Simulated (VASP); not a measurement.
Crystal: Hf5H2.

```
Hf H
1.0
     3.15000    0.00000    0.00000
    -1.57500    2.72798    0.00000
     0.00000    0.00000   12.60000
Hf H
5 2
Direct
  0.66667 0.33333 0.40000
  0.33333 0.66667 0.60000
  0.00000 0.00000 0.00000
  0.66667 0.33333 0.80000
  0.33333 0.66667 0.20000
  0.66667 0.33333 0.55000
  0.33333 0.66667 0.45000
```

| Item | Value |
| --- | --- |
| Program | VASP 6.6.1 |
| Task | relaxation of cell and atoms |
| Functional | PBE |
| Potentials or basis | VASP PAW PBE potentials, release 64 (Hf_pv, H) |
| Cutoff | 600 eV |
| k mesh | 6 × 6 × 2 |
| Occupations | gaussian, width 0.2 eV |
| Spin | no spin polarisation |

At the start: pressure 12.9 GPa; volume 15.47 Å³/atom.

How do energy, volume and symmetry change on relaxing?

Over 11 steps the energy falls by 112.4 meV/atom and the volume is 16.78 Å³/atom (+8.5 %); space group P-3m1 (No. 164, to 0.1 Å) before and after.

Step by step:
```csv
step,energy change (eV),largest force (eV/Å),pressure (GPa),volume (Å³)
1,0.0000,2.7336,12.90,108.27
2,-0.4030,0.2889,-8.65,128.93
3,-0.6662,0.6316,-1.79,120.10
4,-0.6664,0.6564,-1.56,119.86
5,-0.7304,0.3183,-0.09,117.98
6,-0.7482,0.3439,1.34,116.35
7,-0.7742,0.2148,-0.31,117.81
8,-0.7753,0.1834,-0.70,118.18
9,-0.7856,0.1077,0.01,117.31
10,-0.7863,0.0855,0.25,117.04
11,-0.7870,0.0269,-0.16,117.47
```

Final structure:
```cif
data_structure
_symmetry_space_group_name_H-M 'P 1'
_symmetry_Int_Tables_number 1
_cell_length_a 3.1945
_cell_length_b 3.1945
_cell_length_c 13.2915
_cell_angle_alpha 90.000
_cell_angle_beta 90.000
_cell_angle_gamma 120.000
_cell_volume 117.47
loop_
_atom_site_label
_atom_site_type_symbol
_atom_site_fract_x
_atom_site_fract_y
_atom_site_fract_z
_atom_site_occupancy
Hf1 Hf 0.66667 0.33333 0.38742 1
Hf2 Hf 0.33333 0.66667 0.61258 1
Hf3 Hf 0.00000 0.00000 0.00000 1
Hf4 Hf 0.66667 0.33333 0.80677 1
Hf5 Hf 0.33333 0.66667 0.19323 1
H1 H 0.66667 0.33333 0.54441 1
H2 H 0.33333 0.66667 0.45559 1
```

Caveat: the k points lie up to 0.38 Å⁻¹ apart in the final cell, too coarse for converged energies and pressures of a metal.
